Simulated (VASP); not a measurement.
Here is a VASP 6.6.1 calculation.

Contents of POSCAR:

```
Sb
1.0
    0.0000000000      3.4631260494      3.4631260494
    3.4631260494      0.0000000000      3.4631260494
    3.4631260494      3.4631260494      0.0000000000
Sb
2
Direct
    0.0000000000      0.0000000000      0.0000000000
    0.2500000000      0.2500000000      0.2500000000
```

INCAR.step1

```
  PREC = Accurate
  ENCUT = 520
  ISMEAR = 0
  SIGMA = 0.05
  LREAL = False
  LASPH = True
  NELM = 80
  NBANDS = 12
  GGA = PE
  ALGO = Normal
  EDIFF = 1E-4
  LWAVE = True
  LCHARG = False
```

Contents of INCAR.step2:

```
  PREC = Accurate
  ENCUT = 520
  EDIFF = 1E-6
  ISMEAR = 0
  SIGMA = 0.05
  LREAL = False
  LASPH = True
  NELM = 80
  ALGO = Normal
  ISIF = 2
  LWAVE = False
  LCHARG = False
  METAGGA = R2SCAN
  LMIXTAU = True
  NBANDS = 12
  ISTART = 1
```

The input KPOINTS:

```
Automatic mesh
0
Gamma
  5 5 5
```

Potentials or basis: VASP PAW PBE potentials, release 64 (Sb).

Run with:

```bash
$ cat potpaw_PBE.64/Sb/POTCAR > POTCAR
$ cp INCAR.step1 INCAR
$ mpirun -np 1 vasp_std > vasp.out
$ cp INCAR.step2 INCAR
$ mpirun -np 1 vasp_std > vasp.out
```

Task: What does it give for the pressure?

Result: 0.0 GPa.

Task: What does it give for the band gap on the k mesh?

Result: Zero (band 5 reaches 4.26 eV, above the bottom of band 6 at 3.74 eV).

Caveat: the PAW data sets were made with another functional, which shifts forces and pressure a little; spin-orbit coupling is left out, which moves the levels of the heavy elements.
